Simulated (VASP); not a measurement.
A run of VASP 6.6.1 is set up as follows.

The input INCAR:

```
  PREC = Accurate
  ENCUT = 520
  EDIFF = 1E-6
  ISMEAR = 0
  SIGMA = 0.02
  LREAL = F
  LASPH = T
  NELM = 80
  ALGO = Normal
  ISIF = 2
  LWAVE = F
  LCHARG = F
  GGA = PE
  NBANDS = 16
```

The input KPOINTS:

```
regular mesh
0
Gamma
  8 8 6
```

The input POSCAR:

```
AlN
1.0
    2.1685632988      2.1685632988      0.0000000000
   -2.1685632988      2.1685632988      0.0000000000
    0.0000000000      0.0000000000      4.3371265976
Al N
2 2
Direct
    0.0000000000      0.0000000000      0.0000000000
    0.5000000000      0.5000000000      0.5000000000
    0.5000000000      0.0000000000      0.2500000000
    0.0000000000      0.5000000000      0.7500000000
```

Potentials or basis: VASP PAW PBE potentials, release 64 (Al, N).

Launch:

```bash
$ cat potpaw_PBE.64/Al/POTCAR potpaw_PBE.64/N/POTCAR > POTCAR
$ mpirun -np 1 vasp_std > vasp.out
```

Question: Predict the pressure.

Answer: 9.3 GPa.

Question: What does it give for the band gap on the k mesh?

Answer: 3.33 eV.

Caveat: the cell differs from its parent crystal (equal strain along all axes, cell held: -1.5 %). A k mesh can miss the band edges.
